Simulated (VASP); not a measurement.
Write the native input for VASP 6.6.1 that does the following.

```
Task                   : single point
Functional             : PBE
Potentials or basis    : VASP PAW PBE potentials, release 64 (Mg, Cd, Se)
Cutoff                 : 520 eV
k mesh                 : 3 × 3 × 6
Occupations            : gaussian, width 0.1 eV
Spin                   : no spin polarisation
Dipole correction      : no
Further INCAR settings : ALGO = Normal; EDIFF = 1e-06; NBANDS = 34
```

The structure of MgCd3Se2 lies in POSCAR:

```
MgCd3Se2
1.0
    6.6719955500      0.0000000000      0.0000000000
   -3.3359977700      5.7781176400      0.0000000000
    0.0000000000      0.0000000000      3.6819846600
Mg Cd Se
1 3 2
Direct
    0.0000000000      0.0000000000      0.0000000000
    0.5000000000      0.0000000000      0.5000000000
    0.5000000000      0.5000000000      0.5000000000
    0.0000000000      0.5000000000      0.5000000000
    0.3333333300      0.6666666700      0.0000000000
    0.6666666700      0.3333333300      0.0000000000
```

One way to write it, as run:

INCAR

```
SYSTEM = MgCd3Se2
PREC = Accurate
ENCUT = 520
EDIFF = 1E-6
ISMEAR = 0
SIGMA = 0.1
LREAL = .False.
LASPH = .True.
NELM = 100
ALGO = Normal
ISIF = 2
LWAVE = .False.
LCHARG = .False.
GGA = PE
NBANDS = 34
```

KPOINTS

```
Automatic mesh
0
Gamma
  3 3 6
  0 0 0
```

Potentials or basis: VASP PAW PBE potentials, release 64 (Mg, Cd, Se).

The run is started by

```console
$ cat potpaw_PBE.64/Mg/POTCAR potpaw_PBE.64/Cd/POTCAR potpaw_PBE.64/Se/POTCAR > POTCAR
$ mpirun -np 1 vasp_std > vasp.out
```

It gave:

```
Pressure               : 11.5 GPa
Band gap on the k mesh : zero (band 25 reaches 4.77 eV, above the bottom of band 26 at 2.65 eV)
```

Caveat: the k points lie up to 0.36 Å⁻¹ apart.

Run time: 27 s on 1 thread of Intel(R) Xeon(R) 6975P-C (Granite Rapids) (shared host), peak memory 0.28 GiB.
